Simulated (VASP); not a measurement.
Crystal: CdSe (rocksalt type).

```xyz
2
Lattice="0.0000 2.6893 2.6893 2.6893 0.0000 2.6893 2.6893 2.6893 0.0000" Properties=species:S:1:pos:R:3 pbc="T T T"
Cd    0.0000    0.0000    0.0000
Se    2.6893    2.6893    2.6893
```

- Program: VASP 6.6.1
- Task: relaxation of cell and atoms
- Functional: LDA
- Potentials or basis: VASP PAW LDA potentials, release 64 (Cd, Se)
- Cutoff: 600 eV
- k mesh: 12 × 12 × 12
- Occupations: fermi-dirac, width 0.05 eV
- Spin: no spin polarisation

At the start: pressure 11.2 GPa; volume 19.45 Å³/atom.

**Question.** Where does the relaxation end?

**Answer.** Over 3 steps the energy falls by 70.7 meV/atom and the volume is 21.71 Å³/atom (+11.6 %); space group Fm-3m (No. 225, to 0.1 Å) before and after.

The path:
```
step  energy change (eV)  largest force (eV/Å)  pressure (GPa)  volume (Å³)
   1              0.0000                0.0000           11.22        38.90
   2             -0.0766                0.0000           -5.21        47.08
   3             -0.1415                0.0000           -0.02        43.42
```

Final structure:
```cif
data_structure
_symmetry_space_group_name_H-M 'P 1'
_symmetry_Int_Tables_number 1
_cell_length_a 3.9453
_cell_length_b 3.9453
_cell_length_c 3.9453
_cell_angle_alpha 60.000
_cell_angle_beta 60.000
_cell_angle_gamma 60.000
_cell_volume 43.42
loop_
_atom_site_label
_atom_site_type_symbol
_atom_site_fract_x
_atom_site_fract_y
_atom_site_fract_z
_atom_site_occupancy
Cd1 Cd 0.00000 0.00000 0.00000 1
Se1 Se 0.50000 0.50000 0.50000 1
```
